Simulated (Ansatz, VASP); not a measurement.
One calculation of Al, two programs

INCAR

```
PREC = Accurate
ENCUT = 520
EDIFF = 1E-7
ISMEAR = 0
SIGMA = 0.15
LREAL = False
LASPH = True
NELM = 60
ALGO = Normal
ISIF = 2
LWAVE = False
LCHARG = False
GGA = PE
IVDW = 12
NBANDS = 14
```

Contents of KPOINTS:

```
Automatic mesh
0
Gamma
  18 18 6
```

POSCAR

```
Al
1.0
    2.7844373436      0.0000000000      0.0000000000
   -1.3922186718      2.4113934748      0.0000000000
    0.0000000000      0.0000000000      9.1421776063
Al
4
Direct
    0.0000000000      0.0000000000      0.0000000000
    0.3333333333      0.6666666667      0.2500000000
    0.0000000000      0.0000000000      0.5000000000
    0.6666666667      0.3333333333      0.7500000000
```

Input for Ansatz:

```yaml
crystal:
  lattice:
    - [2.7844373436, 0.0, 0.0]
    - [-1.3922186718, 2.4113934748, 0.0]
    - [0.0, 0.0, 9.1421776063]
  atoms:
    - { symbol: Al, position: [0.0, 0.0, 0.0] }
    - { symbol: Al, position: [0.3333333333, 0.6666666667, 0.25] }
    - { symbol: Al, position: [0.0, 0.0, 0.5] }
    - { symbol: Al, position: [0.6666666667, 0.3333333333, 0.75] }
basis:
  ecutwfc: 420
kpoints:
  mp_grid: { grid: [18, 18, 6] }
hamiltonian:
  xc: pbe
  dispersion: d3bj
scf:
  occupations: { method: gaussian, width: 0.15 }
output:
  forces: true
  stress: true
  eigenvalues: true
```

Alike in both runs: task single point; functional PBE; dispersion D3(BJ); k mesh 18 × 18 × 6; occupations gaussian, width 0.15 eV; no spin polarisation.

```csv
,VASP,Ansatz
version,VASP 6.6.1,Ansatz 0.2.0
potentials or method,"VASP PAW PBE potentials, release 64 (Al), cutoff 520 eV","scalar-relativistic, plane waves, PAW"
valence electrons in the cell,12,12
```

|  | VASP | Ansatz | Ansatz less VASP |
| --- | --- | --- | --- |
| gap on the k mesh at the Fermi level (eV) | none | none | - |
| pressure (GPa) | 3.0 | 3.0 | +0.03 |

A gap of «none» marks a metal or a gap that the smearing closes.
